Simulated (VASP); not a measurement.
Runs of VASP 6.6.1 on NaH. Symmetry: Pm-3m, No. 221, cubic system. Conventional cell: a = 2.932 Å, b = 2.932 Å, c = 2.932 Å, α = 90.00°, β = 90.00°, γ = 90.00°. Within 3.4 Å of Na (site symmetry m-3m) lie 8 H at 2.54 Å and 6 Na at 2.93 Å. H (site symmetry m-3m) has 8 Na at 2.54 Å and 6 H at 2.93 Å within 3.4 Å. 

```tsv
level	potentials or basis	gap on the mesh (eV)	pressure (GPa)
LDA	VASP PAW LDA potentials, release 64 (Na_pv, H)	0.53	-1.4
PBE	VASP PAW PBE potentials, release 64 (Na_pv, H)	1.00	(a)
r2SCAN	VASP PAW PBE potentials, release 64 (Na_pv, H)	1.58	-0.1
HSE06	VASP PAW PBE potentials, release 64 (Na_pv, H)	1.89	(b)
```

Alike in all rows: no spin polarisation; cell a = 2.932 Å, 2 atoms; k mesh 4 × 4 × 4; smearing gaussian 0.01 eV.

Task: Estimate the missing entries.

Result: (a) 0.9; (b) 0.4.

Caveats: all runs use coarse meshes; the structure was generated, so it needn't be the stable form of NaH; the PAW data sets were made with another functional, which shifts forces and pressure a little (at least some runs).

A k mesh can miss the band edges.
